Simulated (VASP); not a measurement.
# C (P-6m2) in VASP: notebook, part 2 of 3

VASP 6.6.1.

## Step 4: Single point, r2SCAN (the distance across one plane changed)

Contents of POSCAR:

```
C
1.0
   -2.5098396889      0.0000000000      0.0000000000
   -1.2549198445     -2.1735849300      0.0000000000
    0.0000000000      0.0000000000     17.5606492275
C
16
Direct
    0.0000000000      0.0000000000      0.6332297274
    0.0000000000      0.0000000000      0.1617024788
    0.0000000000      1.0000000000      0.8689933517
    0.0000000000      1.0000000000      0.3974661031
    0.0000000000      0.0000000000      0.7813520184
    0.0000000000      0.0000000000      0.3098247698
    0.0000000000      1.0000000000      0.0740611455
    0.0000000000      1.0000000000      0.5455883941
    0.3333333333      0.3333333333      0.6627297609
    0.3333333333      0.3333333333      0.1912025123
    0.6666666667      0.6666666667      0.8984933852
    0.6666666667      0.6666666667      0.4269661366
    0.3333333333      0.3333333333      0.7518519849
    0.3333333333      0.3333333333      0.2803247363
    0.6666666667      0.6666666667      0.0445611120
    0.6666666667      0.6666666667      0.5160883606
```

Contents of INCAR.step1:

```
SYSTEM = C
PREC = Accurate ; ENCUT = 520
ISMEAR = 0 ; SIGMA = 0.05
LREAL = Auto ; LASPH = .True.
NELM = 60 ; NBANDS = 46
GGA = PE ; ALGO = Normal
EDIFF = 1E-4 ; LWAVE = .True.
LCHARG = .False.
```

Contents of INCAR.step2:

```
SYSTEM = C
PREC = Accurate ; ENCUT = 520
EDIFF = 1E-6 ; ISMEAR = 0
SIGMA = 0.05 ; LREAL = Auto
LASPH = .True. ; NELM = 60
ALGO = Normal ; ISIF = 2
LWAVE = .False. ; LCHARG = .False.
METAGGA = R2SCAN ; LMIXTAU = .True.
NBANDS = 46 ; ISTART = 1
```

Contents of KPOINTS:

```
Automatic mesh
0
Gamma
  10 10 2
  0 0 0
```

Potentials or basis: VASP PAW PBE potentials, release 64 (C).

The run is started by

```sh
$ cat potpaw_PBE.64/C/POTCAR > POTCAR
$ cp INCAR.step1 INCAR
$ mpirun -np 1 vasp_std > vasp.out
$ cp INCAR.step2 INCAR
$ mpirun -np 1 vasp_std > vasp.out
```

OUTCAR:

```text
SYSTEM = C
   PREC = Accurate
   ENCUT = 520
   EDIFF = 1E-6
   ISMEAR = 0
   LREAL = Auto
   LASPH = .True.
   NELM = 60
   ISIF = 2
   METAGGA = R2SCAN
   ISTART = 1

 ion  position               nearest neighbor table
   1  0.000  0.000  0.633-   9 1.54   9 1.54   9 1.54   8 1.54
   2  0.000  0.000  0.162-  10 1.54  10 1.54  10 1.54   7 1.54
   3  0.000  0.000  0.869-  11 1.54  11 1.54  11 1.54   5 1.54
   4  0.000  0.000  0.397-  12 1.54  12 1.54  12 1.54   6 1.54
   5  0.000  0.000  0.781-  13 1.54  13 1.54  13 1.54   3 1.54
   6  0.000  0.000  0.310-  14 1.54  14 1.54  14 1.54   4 1.54
   7  0.000  0.000  0.074-  15 1.54  15 1.54  15 1.54   2 1.54
   8  0.000  0.000  0.546-  16 1.54  16 1.54  16 1.54   1 1.54
   9  0.333  0.333  0.663-   1 1.54   1 1.54   1 1.54  13 1.57
  10  0.333  0.333  0.191-   2 1.54   2 1.54   2 1.54  14 1.57
  11  0.667  0.667  0.898-   3 1.54   3 1.54   3 1.54
  12  0.667  0.667  0.427-   4 1.54   4 1.54   4 1.54  16 1.57
  13  0.333  0.333  0.752-   5 1.54   5 1.54   5 1.54   9 1.57
  14  0.333  0.333  0.280-   6 1.54   6 1.54   6 1.54  10 1.57
  15  0.667  0.667  0.045-   7 1.54   7 1.54   7 1.54
  16  0.667  0.667  0.516-   8 1.54   8 1.54   8 1.54  12 1.57

  LATTYP: Found a hexagonal cell.
 ALAT       =     2.5098396889
 C/A-ratio  =     6.9967214659

  Lattice vectors:

 A1 = (   1.2549198445,   2.1735849300,   0.0000000000)
 A2 = (  -2.5098396889,   0.0000000000,   0.0000000000)
 A3 = (   0.0000000000,   0.0000000000,  17.5606492275)

Analysis of symmetry for initial positions (statically):
=====================================================================
 Subroutine PRICEL returns:
 Original cell was already a primitive cell.

 Routine SETGRP: Setting up the symmetry group for a
 hexagonal supercell.

 Subroutine GETGRP returns: Found 12 space group operations
 (whereof  6 operations were pure point group operations)
 out of a pool of 24 trial point group operations.

The static configuration has the point symmetry C_3v.
 The point group associated with its full space group is D_3h.

Analysis of symmetry for dynamics (positions and initial velocities):
=====================================================================
 Subroutine PRICEL returns:
 Original cell was already a primitive cell.

 Routine SETGRP: Setting up the symmetry group for a
 hexagonal supercell.

 Subroutine GETGRP returns: Found 12 space group operations
 (whereof  6 operations were pure point group operations)
 out of a pool of 24 trial point group operations.

The dynamic configuration has the point symmetry C_3v.
 The point group associated with its full space group is D_3h.

 Subroutine INISYM returns: Found 12 space group operations
 (whereof  6 operations are pure point group operations),
 and found     1 'primitive' translations

----------------------------------------------------------------------------------------

                                     Primitive cell

  volume of cell :      95.7995

  direct lattice vectors                    reciprocal lattice vectors
    -2.509839689  0.000000000  0.000000000    -0.398431822  0.230034720  0.000000000
    -1.254919845 -2.173584930  0.000000000     0.000000000 -0.460069439  0.000000000
     0.000000000  0.000000000 17.560649228     0.000000000  0.000000000  0.056945503

[... 90 lines left out ...]
  0.400000  0.100000  0.500000     12.000000
  0.500000  0.100000  0.500000     12.000000
 [... further k-points ...]
   k-points           NKPTS =     28   k-points in BZ     NKDIM =     28   number of bands    NBANDS=     46
   number of dos      NEDOS =    301   number of ions     NIONS =     16
   total plane-waves  NPLWV =  56000
   dimension x,y,z NGX =    20 NGY =   20 NGZ =  140
   dimension x,y,z NGXF=    40 NGYF=   40 NGZF=  280
   ions per type =              16
   NGX,Y,Z   is equivalent  to a cutoff of  13.25, 13.25, 13.25 a.u.
   NGXF,Y,Z  is equivalent  to a cutoff of  26.50, 26.50, 26.51 a.u.
 SYSTEM =  C
   PREC   = accura    normal or accurate (medium, high low for compatibility)
   ISTART =      1    job   : 0-new  1-cont  2-samecut
   ICHARG =      0    charge: 1-file 2-atom 10-const
   ISPIN  =      1    spin polarized calculation?
   LNONCOLLINEAR =      F non collinear calculations
   LSORBIT =      F    spin-orbit coupling
   LASPH  =      T    aspherical Exc in radial PAW
   ENCUT  =  520.0 eV  38.22 Ry    6.18 a.u.   4.67  4.67 32.65*2*pi/ulx,y,z
   NELM   =     60;   NELMIN=  2; NELMDL=  0     # of ELM steps
   EDIFF  = 0.1E-05   stopping-criterion for ELM
   LREAL  =      T    real-space projection
   EDIFFG = 0.1E-04   stopping-criterion for IOM
   NSW    =      0    number of steps for IOM
   IBRION =     -1    ionic relax: 0-MD 1-quasi-New 2-CG
   NFREE  =      0    steps in history (QN), initial steepest desc. (CG)
   ISIF   =      2    stress and relaxation
   ISYM   =      2    0-nonsym 1-usesym 2-fastsym
   POTIM  = 0.5000    time-step for ionic-motion
   TEBEG  =    0.0;   TEEND  =   0.0 temperature during run
   PSTRESS=    0.0 pullay stress
   NELECT =      64.0000    total number of electrons
   NUPDOWN=      -1.0000    fix difference up-down
   EMIN   =  10.00;   EMAX   =-10.00  energy-range for DOS
   EFERMI =   0.00;   METHOD = LEGACY
   ISMEAR =     0;   SIGMA  =   0.05  broadening in eV -4-tet -1-fermi 0-gaus
   EFERMI_NEDOS =   21; number of points for ismear=-14 and -15
   IALGO  =     38    algorithm
   IMIX   =      4    mixing-type and parameters
     AMIX     =   0.40;   BMIX     =  1.00
     AMIX_MAG =   1.60;   BMIX_MAG =  1.00
  volume/ion in A,a.u.               =       5.99        40.41
  Fermi-wavevector in a.u.,A,eV,Ry     =   1.431134  2.704452 27.866715  2.048146
  Thomas-Fermi vector in A             =   2.550904
   LORBIT       =      0    0 simple, 1 ext, 2 COOP (PROOUT), +10 PAW based schemes
   METAGGA = R2SCAN    functional components
   LHFCALC =     F    Hartree Fock is set to
   AEXX    =    0.0000 exact exchange contribution
   IVDW    =     0    specifies the selected vdW correction
   LEPSILON=     F    determine dielectric tensor
   LRPA    =     F    only Hartree local field effects (RPA)
 non-spin polarized calculation
 Gauss-broadening in eV      SIGMA  =   0.05
  energy-cutoff  :      520.00
  volume of cell :       95.80
 maximum number of plane-waves:      2634
   NGX =  9   NGY =  9   NGZ = 65

 number of electron      63.9999997 magnetization

 Free energy of the ion-electron system (eV)
  ---------------------------------------------------
  ext. energy  EPLUGINS =         0.00000000
  ---------------------------------------------------
  free energy    TOTEN  =      -154.06561202 eV

  energy without entropy =     -154.06561202  energy(sigma->0) =     -154.06561202

 E-fermi :   9.2299     XC(G=0): -13.8792

 val. band max:        8.9886670182   @ k =   0.0000   0.0000   0.0000
 cond. band min:      10.5261056190   @ k =  -0.4000   0.3000   0.0000
 fundamental gap:      1.5374386008
 Fermi energy:         9.2298952173

 k-point     1 :       0.0000    0.0000    0.0000
  band No.  band energies     occupation
      1     -13.9809      2.00000
      2     -13.6120      2.00000
      3     -13.0601      2.00000
      4     -12.3343      2.00000
      5     -11.4097      2.00000
      6     -10.2469      2.00000
[... 1117 lines left out ...]
     43      17.8915      0.00000
     44      18.1524      0.00000

 [... further k-points ...]

 [bands above 44 left out]

------------------------ aborting loop because EDIFF is reached ----------------------------------------

  FORCE on cell =-STRESS in cart. coord.  units (eV):
  Direction    XX          YY          ZZ          XY          YZ          ZX
  --------------------------------------------------------------------------------------
  -------------------------------------------------------------------------------------
  Total        0.3524711      0.3524711     -8.6834640      0.0000000      0.0000000     -0.0000000
  in kB        5.8948248      5.8948248   -145.2246788      0.0000000      0.0000000     -0.0000000
  external PRESSURE =     -44.4783431 kB  Pullay stress =       0.0000000 kB

 VOLUME and BASIS-vectors are now :
 -----------------------------------------------------------------------------
  energy-cutoff  :      520.00
  volume of cell :       95.80
      direct lattice vectors                 reciprocal lattice vectors
    -2.509839689  0.000000000  0.000000000    -0.398431822  0.230034720  0.000000000
    -1.254919845 -2.173584930  0.000000000     0.000000000 -0.460069439  0.000000000
     0.000000000  0.000000000 17.560649228     0.000000000  0.000000000  0.056945503

 POSITION                                       TOTAL-FORCE (eV/Angst)
 -----------------------------------------------------------------------------------
      0.00000      0.00000     11.11993        -0.000000     -0.000000      0.011964
      0.00000      0.00000      2.83960        -0.000000     -0.000000      0.515843
      0.00000      0.00000     15.26009        -0.000000      0.000000      3.645032
      0.00000      0.00000      6.97976        -0.000000      0.000000      0.012165
      0.00000      0.00000     13.72105        -0.000000     -0.000000     -0.515843
      0.00000      0.00000      5.44072        -0.000000     -0.000000     -0.011964
[... 8 lines left out ...]
     -2.50984     -1.44906      0.78252        -0.000000      0.000000      0.393532
     -2.50984     -1.44906      9.06285         0.000000      0.000000     -0.019692
 -----------------------------------------------------------------------------------
    total drift:                               -0.000000     -0.000000     -0.000026

  FREE ENERGIE OF THE ION-ELECTRON SYSTEM (eV)
  ---------------------------------------------------
  free  energy   TOTEN  =      -154.0656120199 eV

  energy  without entropy=     -154.0656120199  energy(sigma->0) =     -154.06561202
```

It took 15 min on 1 thread of Intel Xeon 8259CL, shared host; peak memory 0.27 GiB.

What came out:

```
Free energy   : -154.0656 eV
Pressure      : -4.4 GPa
Largest force : 3.645 eV/Å
```

Forces on the atoms (eV/Å):
```
C    0.000  0.000  0.012
C    0.000  0.000  0.516
C    0.000  0.000  3.645
C    0.000  0.000  0.012
C    0.000  0.000 -0.516
C    0.000  0.000 -0.012
C    0.000  0.000 -3.645
C    0.000  0.000 -0.012
C    0.000  0.000 -0.032
C    0.000  0.000 -0.118
C    0.000  0.000 -0.394
C    0.000  0.000  0.020
C    0.000  0.000  0.118
C    0.000  0.000  0.032
C    0.000  0.000  0.394
C    0.000  0.000 -0.020
```

Caveat: the cell differs from its parent crystal (the distance across one plane changed); the cell stands under tension; the PAW data sets were made with another functional, which shifts forces and pressure a little.

(Continued in part 3 of 3.)
